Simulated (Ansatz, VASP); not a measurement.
**Two plane-wave programs on AlO2**

```
CELL_PARAMETERS angstrom
-5.41867 5.41867 5.41867
5.41867 -5.41867 5.41867
5.41867 5.41867 -5.41867
ATOMIC_POSITIONS crystal
Al 0.31575 0.31575 0.31575
Al 0.00000 0.00000 0.68425
Al 0.00000 0.68425 0.00000
Al 0.68425 0.00000 0.00000
Al 0.68425 0.68425 0.68425
Al 0.00000 0.00000 0.31575
Al 0.00000 0.31575 0.00000
Al 0.31575 0.00000 0.00000
O 0.50000 0.50000 0.50000
O 0.18211 0.18211 0.36422
O 0.18211 0.36422 0.18211
O 0.36422 0.18211 0.18211
O 0.81789 0.81789 0.63578
O 0.00000 0.00000 0.50000
O 0.00000 0.18211 0.81789
O 0.18211 0.00000 0.81789
O 0.81789 0.63578 0.81789
O 0.00000 0.81789 0.18211
O 0.00000 0.50000 0.00000
O 0.18211 0.81789 0.00000
O 0.63578 0.81789 0.81789
O 0.81789 0.00000 0.18211
O 0.81789 0.18211 0.00000
O 0.50000 0.00000 0.00000
```

Alike in both runs: task single point; functional PBE; k mesh 2 × 2 × 2; occupations gaussian, width 0.1 eV; collinear spin.

|  | VASP | Ansatz |
| --- | --- | --- |
| version | VASP 6.6.1 | Ansatz 0.2.0 |
| potentials or method | VASP PAW PBE potentials, release 64 (Al, O), cutoff 520 eV | scalar-relativistic, plane waves, PAW |
| valence electrons in the cell | 120 | 120 |

|  | VASP | Ansatz | Ansatz less VASP |
| --- | --- | --- | --- |
| gap on the k mesh at the Fermi level (eV) | none | none | - |
| pressure (GPa) | 0.3 | 0.6 | +0.31 |
| rms of the force components (eV/Å) | 0.031 | 0.063 | +0.0324 |
| net moment per atom (μB) | 0.25 | 0.33 | +0.085 |
| size of the moment on the site where the two differ most (μB) | 0.30 | 0.43 | +0.128 |

Site moments also hang on the region over which each program counts them. Atom by atom the forces differ by 0.036 eV/Å (rms over components). A gap of «none» marks a metal or a gap that the smearing closes.

The k mesh is coarse, so the values compare programs but aren't converged.
